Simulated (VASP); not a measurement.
# MnO (Fm-3m) in VASP: a series of runs

Aim: see how the results for MnO move with the level of theory and the settings. Levels: LDA, BLYP. Tasks: single point.

Everything below comes from runs of VASP 6.6.1. Logs are shortened: lines on timing, memory, paths and dates and some standing lists are left out, and cuts for length are marked.

## Step 1: The cell of the first run

Symmetry: Fm-3m, No. 225, cubic system. Conventional cell: a = 4.388 Å, b = 4.388 Å, c = 4.388 Å, α = 90.00°, β = 90.00°, γ = 90.00°. Within 2.9 Å of Mn (site symmetry m-3m) lie 6 O at 2.19 Å. Within 2.9 Å of O (site symmetry m-3m) lie 6 Mn at 2.19 Å.

## Step 2: Single point, LDA, collinear spin, ferromagnetic start

File INCAR:

```
PREC = Accurate
ENCUT = 520
EDIFF = 1E-6
ISMEAR = -1
SIGMA = 0.05
LREAL = False
LASPH = True
NELM = 150
ALGO = Normal
ISIF = 2
LWAVE = False
LCHARG = False
ISPIN = 2
MAGMOM = 4 0
LORBIT = 11
LMAXMIX = 4
GGA = CA
NBANDS = 20
```

File KPOINTS:

```
regular mesh
0
Gamma
  10 10 10
```

File POSCAR:

```
MnO
1.0
    0.0000000000      2.1938512115      2.1938512115
    2.1938512115      0.0000000000      2.1938512115
    2.1938512115      2.1938512115      0.0000000000
Mn O
1 1
Direct
    0.0000000000      0.0000000000      0.0000000000
    0.5000000000      0.5000000000      0.5000000000
```

Potentials or basis: VASP PAW LDA potentials, release 64 (Mn_pv, O).

Launch:

```sh
cat potpaw_LDA.64/Mn_pv/POTCAR potpaw_LDA.64/O/POTCAR > POTCAR
mpirun -np 1 vasp_std > vasp.out
```

OUTCAR:

```text
PREC = Accurate
   ENCUT = 520
   EDIFF = 1E-6
   ISMEAR = -1
   LREAL = False
   LASPH = True
   NELM = 150
   ISIF = 2
   ISPIN = 2
   LORBIT = 11
   GGA = CA

 ion  position               nearest neighbor table
   1  0.000  0.000  0.000-   2 2.19   2 2.19   2 2.19   2 2.19   2 2.19   2 2.19
   2  0.500  0.500  0.500-   1 2.19   1 2.19   1 2.19   1 2.19   1 2.19   1 2.19

  LATTYP: Found a face centered cubic cell.
 ALAT       =     4.3877024230

  Lattice vectors:

 A1 = (   0.0000000000,   2.1938512115,   2.1938512115)
 A2 = (   2.1938512115,   0.0000000000,   2.1938512115)
 A3 = (   2.1938512115,   2.1938512115,   0.0000000000)

Analysis of symmetry for initial positions (statically):
=====================================================================
 Subroutine PRICEL returns:
 Original cell was already a primitive cell.

 Routine SETGRP: Setting up the symmetry group for a
 face centered cubic supercell.

 Subroutine GETGRP returns: Found 48 space group operations
 (whereof 48 operations were pure point group operations)
 out of a pool of 48 trial point group operations.

The static configuration has the point symmetry O_h .

Analysis of symmetry for dynamics (positions and initial velocities):
=====================================================================
 Subroutine PRICEL returns:
 Original cell was already a primitive cell.

 Routine SETGRP: Setting up the symmetry group for a
 face centered cubic supercell.

 Subroutine GETGRP returns: Found 48 space group operations
 (whereof 48 operations were pure point group operations)
 out of a pool of 48 trial point group operations.

The dynamic configuration has the point symmetry O_h .

Analysis of structural, dynamic, and magnetic symmetry:
=====================================================================
 Subroutine PRICEL returns:
 Original cell was already a primitive cell.

 Routine SETGRP: Setting up the symmetry group for a
 face centered cubic supercell.

 Subroutine GETGRP returns: Found 48 space group operations
 (whereof 48 operations were pure point group operations)
 out of a pool of 48 trial point group operations.

The overall configuration has the point symmetry O_h .

 Subroutine INISYM returns: Found 48 space group operations
 (whereof 48 operations are pure point group operations),
 and found     1 'primitive' translations

----------------------------------------------------------------------------------------

                                     Primitive cell

  volume of cell :      21.1179

  direct lattice vectors                    reciprocal lattice vectors
     0.000000000  2.193851212  2.193851212    -0.227909713  0.227909713  0.227909713
     2.193851212  0.000000000  2.193851212     0.227909713 -0.227909713  0.227909713
     2.193851212  2.193851212  0.000000000     0.227909713  0.227909713 -0.227909713

  length of vectors
     3.102574137  3.102574137  3.102574137     0.394751202  0.394751202  0.394751202

  position of ions in fractional coordinates (direct lattice)
     0.000000000  0.000000000  0.000000000
     0.500000000  0.500000000  0.500000000

  ion indices of the primitive-cell ions
   primitive index   ion index
                 1           1
                 2           2

----------------------------------------------------------------------------------------

 KPOINTS: regular mesh

Automatic generation of k-mesh.
 Grid dimensions read from file:
 generate k-points for:   10   10   10

 Generating k-lattice:

  Cartesian coordinates                     Fractional coordinates (reciprocal lattice)
    -0.022790971  0.022790971  0.022790971     0.100000000  0.000000000  0.000000000
     0.022790971 -0.022790971  0.022790971     0.000000000  0.100000000  0.000000000
     0.022790971  0.022790971 -0.022790971     0.000000000  0.000000000  0.100000000

  Length of vectors
     0.039475120  0.039475120  0.039475120

  Shift w.r.t. Gamma in fractional coordinates (k-lattice)
     0.000000000  0.000000000  0.000000000

 Subroutine IBZKPT returns following result:
 ===========================================

 Found     47 irreducible k-points:

 Following reciprocal coordinates:
            Coordinates               Weight
  0.000000  0.000000  0.000000      1.000000
  0.100000  0.000000  0.000000      8.000000
  0.200000  0.000000  0.000000      8.000000
  0.300000  0.000000  0.000000      8.000000
  0.400000  0.000000  0.000000      8.000000
  0.500000  0.000000  0.000000      4.000000
[... 16 lines left out ...]
  0.300000  0.300000  0.000000      6.000000
  0.400000  0.300000  0.000000     24.000000
 [... further k-points ...]
   k-points           NKPTS =     47   k-points in BZ     NKDIM =     47   number of bands    NBANDS=     20
   number of dos      NEDOS =    301   number of ions     NIONS =      2
   total plane-waves  NPLWV =  13824
   dimension x,y,z NGX =    24 NGY =   24 NGZ =   24
   dimension x,y,z NGXF=    48 NGYF=   48 NGZF=   48
   ions per type =               1   1
   NGX,Y,Z   is equivalent  to a cutoff of  12.86, 12.86, 12.86 a.u.
   NGXF,Y,Z  is equivalent  to a cutoff of  25.72, 25.72, 25.72 a.u.
 SYSTEM =  unknown system
   PREC   = accura    normal or accurate (medium, high low for compatibility)
   ISTART =      0    job   : 0-new  1-cont  2-samecut
   ICHARG =      2    charge: 1-file 2-atom 10-const
   ISPIN  =      2    spin polarized calculation?
   LNONCOLLINEAR =      F non collinear calculations
   LSORBIT =      F    spin-orbit coupling
   LASPH  =      T    aspherical Exc in radial PAW
   ENCUT  =  520.0 eV  38.22 Ry    6.18 a.u.   5.77  5.77  5.77*2*pi/ulx,y,z
   NELM   =    150;   NELMIN=  2; NELMDL= -5     # of ELM steps
   EDIFF  = 0.1E-05   stopping-criterion for ELM
   LREAL  =      F    real-space projection
   EDIFFG = 0.1E-04   stopping-criterion for IOM
   NSW    =      0    number of steps for IOM
   IBRION =     -1    ionic relax: 0-MD 1-quasi-New 2-CG
   NFREE  =      0    steps in history (QN), initial steepest desc. (CG)
   ISIF   =      2    stress and relaxation
   ISYM   =      2    0-nonsym 1-usesym 2-fastsym
   POTIM  = 0.5000    time-step for ionic-motion
   TEBEG  =    0.0;   TEEND  =   0.0 temperature during run
   PSTRESS=    0.0 pullay stress
   NELECT =      19.0000    total number of electrons
   NUPDOWN=      -1.0000    fix difference up-down
   EMIN   =  10.00;   EMAX   =-10.00  energy-range for DOS
   EFERMI =   0.00;   METHOD = LEGACY
   ISMEAR =    -1;   SIGMA  =   0.05  broadening in eV -4-tet -1-fermi 0-gaus
   EFERMI_NEDOS =   21; number of points for ismear=-14 and -15
   IALGO  =     38    algorithm
   IMIX   =      4    mixing-type and parameters
     AMIX     =   0.40;   BMIX     =  1.00
     AMIX_MAG =   1.60;   BMIX_MAG =  1.00
  volume/ion in A,a.u.               =      10.56        71.26
  Fermi-wavevector in a.u.,A,eV,Ry     =   1.580431  2.986581 33.984116  2.497762
  Thomas-Fermi vector in A             =   2.680660
   LORBIT       =     11    0 simple, 1 ext, 2 COOP (PROOUT), +10 PAW based schemes
   GGA     = CA    functional components
   LHFCALC =     F    Hartree Fock is set to
   AEXX    =    0.0000 exact exchange contribution
   IVDW    =     0    specifies the selected vdW correction
   LEPSILON=     F    determine dielectric tensor
   LRPA    =     F    only Hartree local field effects (RPA)
 spin polarized calculation
  energy-cutoff  :      520.00
  volume of cell :       21.12
 maximum number of plane-waves:       588
   NGX = 11   NGY = 11   NGZ = 11

 number of electron      19.0000002 magnetization       4.3569207

 Free energy of the ion-electron system (eV)
  ---------------------------------------------------
  ext. energy  EPLUGINS =         0.00000000
  ---------------------------------------------------
  free energy    TOTEN  =       -17.67679948 eV

  energy without entropy =      -17.66727131  energy(sigma->0) =      -17.67203539

 E-fermi :   7.6886     XC(G=0): -12.6197

 val. band max:        7.6882090407   @ k =   0.2000   0.1000   0.0000
 cond. band min:       7.7028348354   @ k =   0.1000   0.1000   0.0000
 fundamental gap:      0.0146257947
 Fermi energy:         7.6885914427

 spin component 1

 k-point     1 :       0.0000    0.0000    0.0000
  band No.  band energies     occupation
      1     -42.0007      1.00000
      2     -42.0007      1.00000
      3     -42.0007      1.00000
      4     -12.7020      1.00000
      5       3.6612      1.00000
      6       3.6612      1.00000
[... 12 lines left out ...]
     19      28.0899      0.00000
     20      28.0899      0.00000
[... 507 lines left out ...]
 k-point    24 :       0.4000    0.3000    0.0000
  band No.  band energies     occupation
      1     -42.0589      1.00000
      2     -42.0253      1.00000
      3     -42.0230      1.00000
      4     -11.7834      1.00000
      5       0.1936      1.00000
      6       2.1683      1.00000
[... 12 lines left out ...]
     19      32.9996      0.00000
     20      34.6251      0.00000

 [... further k-points ...]

 spin component 2

 k-point     1 :       0.0000    0.0000    0.0000
  band No.  band energies     occupation
      1     -38.0479      1.00000
      2     -38.0479      1.00000
      3     -38.0479      1.00000
      4     -12.2822      1.00000
      5       4.0536      1.00000
      6       4.0536      1.00000
[... 12 lines left out ...]
     19      29.7030      0.00000
     20      29.7030      0.00000
[... 507 lines left out ...]
 k-point    24 :       0.4000    0.3000    0.0000
  band No.  band energies     occupation
      1     -38.1201      1.00000
      2     -38.0779      1.00000
      3     -38.0750      1.00000
      4     -11.3790      1.00000
      5       0.8873      1.00000
      6       2.8508      1.00000
[... 12 lines left out ...]
     19      34.0103      0.00000
     20      35.5356      0.00000

 [... further k-points ...]

------------------------ aborting loop because EDIFF is reached ----------------------------------------

  FORCE on cell =-STRESS in cart. coord.  units (eV):
  Direction    XX          YY          ZZ          XY          YZ          ZX
  --------------------------------------------------------------------------------------
  -------------------------------------------------------------------------------------
  Total       -2.0242568     -2.0242568     -2.0242568     -0.0000000      0.0000000     -0.0000000
  in kB     -153.5764680   -153.5764680   -153.5764680     -0.0000000      0.0000000     -0.0000000
  external PRESSURE =    -153.5764680 kB  Pullay stress =       0.0000000 kB

 VOLUME and BASIS-vectors are now :
 -----------------------------------------------------------------------------
  energy-cutoff  :      520.00
  volume of cell :       21.12
      direct lattice vectors                 reciprocal lattice vectors
     0.000000000  2.193851212  2.193851212    -0.227909713  0.227909713  0.227909713
     2.193851212  0.000000000  2.193851212     0.227909713 -0.227909713  0.227909713
     2.193851212  2.193851212  0.000000000     0.227909713  0.227909713 -0.227909713

 POSITION                                       TOTAL-FORCE (eV/Angst)
 -----------------------------------------------------------------------------------
      0.00000      0.00000      0.00000        -0.000000     -0.000000      0.000000
      2.19385      2.19385      2.19385         0.000000      0.000000     -0.000000
 -----------------------------------------------------------------------------------
    total drift:                                0.000000     -0.000000     -0.000000

  FREE ENERGIE OF THE ION-ELECTRON SYSTEM (eV)
  ---------------------------------------------------
  free  energy   TOTEN  =       -17.6767994787 eV

  energy  without entropy=      -17.6672713056  energy(sigma->0) =      -17.67203539

 total charge

# of ion       s       p       d       tot
------------------------------------------
    1        0.212   6.188   5.023  11.423
    2        1.550   3.387   0.000   4.938
--------------------------------------------------
tot          1.762   9.576   5.023  16.361

 magnetization (x)

# of ion       s       p       d       tot
------------------------------------------
    1        0.028   0.020   3.934   3.982
    2        0.029   0.139   0.000   0.168
--------------------------------------------------
tot          0.058   0.158   3.934   4.150
```

Wall time 29 s (1 thread of AMD EPYC 7R13 (Zen 3), shared host); peak memory 0.12 GiB.

What came out:

```
Free energy                                           : -17.6768 eV
Pressure                                              : -15.4 GPa
Net moment                                            : 4.36 μB per cell
Site moments                                          : Mn +3.98; O +0.17 μB
Valence electrons inside the program's atomic spheres : Mn 11.42; O 4.94
```

Caveat: a cell with one magnetic atom can't hold antiferromagnetic order, which such compounds often take; semilocal functionals often make such compounds metallic where correlation or magnetic order opens a gap, which also shifts bond lengths. With open d or f shells a metallic result of LDA can be an artefact of self-interaction; +U or a hybrid may open a gap.

## Step 3: Single point, BLYP, collinear spin, ferromagnetic start

This run uses another cell than the first one, of 11.39 Å³/atom, 1.079 times its volume.

File INCAR:

```
PREC     = Accurate       # precision mode
ENCUT    = 520            # plane-wave cutoff, eV
EDIFF    = 1E-6           # SCF threshold, eV
ISMEAR   = -1             # smearing method
SIGMA    = 0.05           # smearing width, eV
LREAL    = False          # projectors in reciprocal space
LASPH    = True           # aspherical terms in the spheres
NELM     = 150            # most SCF steps
ALGO     = Normal         # electronic algorithm
ISIF     = 2              # what is computed and relaxed
LWAVE    = False          # write WAVECAR
LCHARG   = False          # write CHGCAR
ISPIN    = 2              # spin polarisation
MAGMOM   = 4 0            # initial moments
LORBIT   = 11             # projections on sites
LMAXMIX  = 4              # l up to which the mixer works
GGA      = B5             # functional
ALDAX    = 1.0          
AGGAX    = 1.0          
AGGAC    = 1.0          
ALDAC    = 0.0          
NBANDS   = 20             # bands
```

File KPOINTS:

```
Automatic mesh
0
Gamma
  10 10 10
```

File POSCAR:

```
MnO
1.0
    0.0000000000      2.2498923753      2.2498923753
    2.2498923753      0.0000000000      2.2498923753
    2.2498923753      2.2498923753      0.0000000000
Mn O
1 1
Direct
    0.0000000000      0.0000000000      0.0000000000
    0.5000000000      0.5000000000      0.5000000000
```

Potentials or basis: VASP PAW PBE potentials, release 64 (Mn_pv, O).

Launch:

```sh
cat potpaw_PBE.64/Mn_pv/POTCAR potpaw_PBE.64/O/POTCAR > POTCAR
mpirun -np 1 vasp_std > vasp.out
```

Wall time 48 s (1 thread of AMD EPYC 7R13 (Zen 3), shared host); peak memory 0.13 GiB.

The run converged. Its results:

```
Free energy                                           : -15.3020 eV
Pressure                                              : 0.1 GPa
Net moment                                            : 4.80 μB per cell
Site moments                                          : Mn +4.34; O +0.23 μB
Valence electrons inside the program's atomic spheres : Mn 11.35; O 4.97
```

Levels at points of the mesh, in eV from the Fermi level:
Spin up:
```csv
k point,band 9,band 10,band 11,band 12,band 13,band 14,band 15,band 16
"(0.00, 0.00, 0.00)",-3.01,-3.01,-2.52,-2.52,-0.17,14.81,16.53,16.53
"(0.50, 0.00, 0.00)",-2.20,-1.79,0.18,0.18,4.02,7.69,12.03,12.03
"(0.50, 0.50, 0.00)",-2.14,-1.96,-1.96,-1.85,5.07,8.06,10.87,13.62
```
Spin down:
```tsv
k point	band 3	band 4	band 5	band 6	band 7	band 8	band 9	band 10	band 11	band 12
(0.00, 0.00, 0.00)	-45.58	-19.37	-3.14	-3.14	-3.14	0.68	0.68	0.68	0.82	1.27
(0.50, 0.00, 0.00)	-45.59	-18.48	-6.99	-4.59	-4.59	1.81	1.81	1.81	3.45	3.45
(0.50, 0.50, 0.00)	-45.61	-18.51	-6.03	-4.07	-4.07	-0.72	1.82	1.99	2.22	2.22
```

Caveat: the PAW data sets were made with another functional, which shifts forces and pressure a little; a cell with one magnetic atom can't hold antiferromagnetic order, which such compounds often take; semilocal functionals often make such compounds metallic where correlation or magnetic order opens a gap, which also shifts bond lengths. With open d or f shells a metallic result of BLYP can be an artefact of self-interaction; +U or a hybrid may open a gap.

[end of part 1 of 2]
